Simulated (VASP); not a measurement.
Set up this calculation in VASP 6.6.1, as the native input.

| Item | Value |
| --- | --- |
| Task | single point |
| Functional | LDA |
| Potentials or basis | VASP PAW LDA potentials, release 64 (Al, Ni) |
| Cutoff | 520 eV |
| k mesh | 16 × 16 × 14 |
| Occupations | gaussian, width 0.1 eV |
| Spin | no spin polarisation |
| Dipole correction | no |
| Further INCAR settings | ALGO = Fast; EDIFF = 1e-06; NBANDS = 14 |

The structure of AlNi lies in POSCAR:

```
AlNi
1.0
    2.0002936820     -2.0003215682      0.0000000000
    2.0002936820      2.0003215682      0.0000000000
    0.0000000000      0.0000000000      2.8396417507
Al Ni
1 1
Direct
    0.0000000000      0.0000000000      0.0000000000
    0.5000000000      0.5000000000      0.5000000000
```

These files were run (other wordings do the same):

INCAR

```
SYSTEM = AlNi
ALGO = Fast ; EDIFF = 1E-6
ENCUT = 520 ; ISIF = 2
ISMEAR = 0 ; LASPH = .True.
LCHARG = .False. ; LREAL = .False.
LWAVE = .False. ; NBANDS = 14
NELM = 100 ; PREC = Accurate
SIGMA = 0.1
```

KPOINTS

```
k-points
0
Gamma
  16 16 14
  0 0 0
```

Potentials or basis: VASP PAW LDA potentials, release 64 (Al, Ni).

Launch:

```bash
$ cat potpaw_LDA.64/Al/POTCAR potpaw_LDA.64/Ni/POTCAR > POTCAR
$ mpirun -np 1 vasp_std > vasp.out
```

It gave:

```
Pressure : 0.3 GPa
```

Wall time 58 s on 1 thread of Intel(R) Xeon(R) 6975P-C (Granite Rapids), with other jobs on the host, peak memory 0.28 GiB.
